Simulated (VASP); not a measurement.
Wanted: the native input for a VASP 6.6.1 run.

```yaml
Task: relaxation of cell and atoms
Functional: PBE
Potentials_or_basis: VASP PAW PBE potentials, release 64 (Mg, Be, S)
Cutoff: 600 eV
k_mesh: 12 × 12 × 4
Occupations: gaussian, width 0.1 eV
Spin: no spin polarisation
Dipole_correction: no
Further_INCAR_settings: ALGO = Normal; EDIFF = 1e-07; IBRION = 2; EDIFFG = -0.01; NSW = 100; ISIF = 3
```

The structure of Mg2BeS3 lies in POSCAR:

```
Mg2BeS3
1.0
    4.0315476900      0.0000000000      0.0000000000
   -2.0157738500      3.4914227200      0.0000000000
    0.0000000000      0.0000000000      9.2133789100
Mg Be S
2 1 3
Direct
    0.3333333300      0.6666666700      0.2391230000
    0.3333333300      0.6666666700      0.7608770000
    0.6666666700      0.3333333300      0.0000000000
    0.6666666700      0.3333333300      0.5000000000
    0.0000000000      0.0000000000      0.0000000000
    0.0000000000      0.0000000000      0.5000000000
```

The cell was generated, and may not be a known phase.

The input as run:

INCAR

```
SYSTEM = Mg2BeS3
PREC = Accurate ; ENCUT = 600
EDIFF = 1E-7 ; ISMEAR = 0
SIGMA = 0.1 ; LREAL = .FALSE.
LASPH = .TRUE. ; NELM = 120
ALGO = Normal ; ISIF = 3
LWAVE = .FALSE. ; LCHARG = .FALSE.
GGA = PE ; IBRION = 2
NSW = 100 ; EDIFFG = -0.01
GGA_COMPAT = .FALSE. ; NELMIN = 4
```

KPOINTS

```
regular mesh
0
G
  12 12 4
  0 0 0
```

Potentials or basis: VASP PAW PBE potentials, release 64 (Mg, Be, S).

The run is started by

```bash
$ cat potpaw_PBE.64/Mg/POTCAR potpaw_PBE.64/Be/POTCAR potpaw_PBE.64/S/POTCAR > POTCAR
$ mpirun -np 1 vasp_std > vasp.out
```

Results of the run:

| Item | Value |
| --- | --- |
| Relaxed volume | 17.33 Å³/atom |
| Relaxed cell | a = 4.230 Å, b = 4.230 Å, c = 6.708 Å, α = 90.00°, β = 90.00°, γ = 120.00° |
| Space group after relaxing (to 0.1 Å) | P-6m2 (No. 187) |
| Pressure after relaxing | 0.0 GPa |
| Largest force after relaxing | 0.003 eV/Å |
| Band gap on the k mesh | zero (bands 12 and 13 overlap by 1.75 eV) |

Caveat: the volume moved by over 15 % at a fixed basis, so the end points are rough.

Run time: 36 min on 1 thread of Intel(R) Xeon(R) Platinum 8259CL CPU @ 2.50GHz (Skylake/Cascade Lake) (shared host), peak memory 0.41 GiB.
